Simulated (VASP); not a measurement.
Runs of VASP 6.6.1 on SnO2. The structure is that of space group Fm-3m (No. 225), or close to it. The cells are those of the table. 

```tsv
cell	gap on the mesh (eV)	pressure (GPa)
a = 3.673, b = 3.673, c = 3.637 Å, angles 60.3, 60.3, 59.3°, 3 atoms	none	-3.0
a = 3.619, b = 3.619, c = 3.637 Å, angles 59.8, 59.8, 60.3°, 3 atoms	none	(b)
a = 3.646, b = 3.646, c = 3.637 Å, angles 60.1, 60.1, 59.8°, 3 atoms	none	-0.4
a = 3.601, b = 3.601, c = 3.637 Å, angles 59.7, 59.7, 60.7°, 3 atoms	none	(a)
a = 3.664, b = 3.664, c = 3.637 Å, angles 60.2, 60.2, 59.5°, 3 atoms	none	-2.1
```

Alike in all rows: task single point; level PBE; potentials or basis VASP PAW PBE potentials, release 64 (Sn_d, O); no spin polarisation; k mesh 16 × 16 × 16; cutoff (eV) 520; smearing gaussian 0.15 eV.

Q: Fill in the values left out.

A: (a) 4.6; (b) 2.5.

Caveats: semilocal functionals underestimate gaps, so a narrow gap can read as zero; spin-orbit coupling is left out, which moves the levels of the heavy elements; the cell stands under pressure (at least some runs).

A k mesh can miss the band edges, and the runs leave out spin-orbit coupling on Sn.

A gap of «none» marks levels without a gap at the run's occupations.
